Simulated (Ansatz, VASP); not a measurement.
Ta2N: VASP beside Ansatz

```
Ta N
1.0
     3.13348    0.00000    0.00000
    -1.56674    2.71367    0.00000
     0.00000    0.00000    4.90209
Ta N
2 1
Direct
  0.33333 0.66667 0.25471
  0.66667 0.33333 0.74529
  0.00000 0.00000 0.00000
```

Alike in both runs: task single point; functional r2SCAN; k mesh 10 × 10 × 6; occupations fermi-dirac, width 0.05 eV; no spin polarisation.

|  | VASP | Ansatz |
| --- | --- | --- |
| version | VASP 6.6.1 | Ansatz 0.2.0 |
| potentials or method | VASP PAW PBE potentials, release 64 (Ta_sv_GW, N) | Ansatz PAW |
| plane-wave cutoff (eV) | 660 | 500 |
| valence electrons in the cell | 31 | 31 |

```csv
,VASP,Ansatz,Ansatz less VASP
gap on the k mesh at the Fermi level (eV),none,none,-
pressure (GPa),-10.8,-10.5,+0.24
"traceless stress, the component that is largest in VASP (GPa)",1.73,1.77,+0.039
rms of the force components (eV/Å),0.017,0.003,-0.0142
```

VASP's potentials were made for PBE, not for r2SCAN. Atom by atom the forces differ by 0.019 eV/Å (rms over components). A gap of «none» marks a metal or a gap that the smearing closes.

Spin-orbit coupling is off throughout.
